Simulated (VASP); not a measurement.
Ag3IO:

```
CELL_PARAMETERS angstrom
5.28479 0.00000 0.00000
0.00000 5.28479 0.00000
0.00000 0.00000 5.28479
ATOMIC_POSITIONS crystal
Ag 0.50000 0.00000 0.00000
Ag 0.00000 0.50000 0.00000
Ag 0.00000 0.00000 0.50000
I 0.00000 0.00000 0.00000
O 0.50000 0.50000 0.50000
```

* Program: VASP 6.6.1
* Task: relaxation of cell and atoms
* Functional: PBE
* Potentials or basis: VASP PAW PBE potentials, release 64 (Ag, I, O)
* Cutoff: 600 eV
* k mesh: 8 × 8 × 8
* Occupations: gaussian, width 0.1 eV
* Spin: no spin polarisation

At the start: pressure 1.0 GPa; volume 29.52 Å³/atom.

Question: Where does the relaxation end?

Answer: Over 3 steps the energy falls by 3.4 meV/atom and the volume is 30.74 Å³/atom (+4.1 %); space group Pm-3m (No. 221, to 0.1 Å) before and after.

The path:
| step | energy change (eV) | largest force (eV/Å) | pressure (GPa) | volume (Å³) |
| --- | --- | --- | --- | --- |
| 1 | 0.0000 | 0.0000 | 0.98 | 147.60 |
| 2 | -0.0152 | 0.0000 | 0.30 | 151.48 |
| 3 | -0.0168 | 0.0000 | -0.05 | 153.68 |

Final structure:
```
CELL_PARAMETERS angstrom
5.35635 0.00000 0.00000
0.00000 5.35635 0.00000
0.00000 0.00000 5.35635
ATOMIC_POSITIONS crystal
Ag 0.50000 0.00000 0.00000
Ag 0.00000 0.50000 0.00000
Ag 0.00000 0.00000 0.50000
I 0.00000 0.00000 0.00000
O 0.50000 0.50000 0.50000
```
